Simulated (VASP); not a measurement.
Input of a VASP 6.6.1 run:

Contents of INCAR:

```
  PREC = Accurate
  ENCUT = 600
  EDIFF = 1E-6
  ISMEAR = -1
  SIGMA = 0.05
  LREAL = F
  LASPH = T
  NELM = 60
  ALGO = Normal
  ISIF = 3
  LWAVE = F
  LCHARG = F
  GGA = PS
  IBRION = 2
  NSW = 60
  EDIFFG = -0.01
```

File KPOINTS:

```
Automatic mesh
0
Gamma
  10 10 5
```

The input POSCAR:

```
Hf
1.0
    3.1967000000      0.0000000000      0.0000000000
   -1.5983500000      2.7684234083      0.0000000000
    0.0000000000      0.0000000000      5.0578000000
Hf
2
Direct
    0.6666666667      0.3333333333      0.7500000000
    0.3333333333      0.6666666667      0.2500000000
```

Potentials or basis: VASP PAW PBE potentials, release 64 (Hf_pv).

Command:

```sh
$ cat potpaw_PBE.64/Hf_pv/POTCAR > POTCAR
$ mpirun -np 1 vasp_std > vasp.out
```

Predict the space group after relaxing (to 0.1 Å).

P6_3/mmc (No. 194).

Estimate the relaxed volume.

21.49 Å³/atom.

The path:
```
step  energy change (eV)  largest force (eV/Å)  pressure (GPa)  volume (Å³)
   1              0.0000                0.0000           -4.28        44.76
   2              0.0117                0.0000            5.97        41.00
   3             -0.0244                0.0000           -0.04        43.02
   4             -0.0244                0.0000            0.05        42.98
```

Caveat: the PAW data sets were made with another functional, which shifts forces and pressure a little.
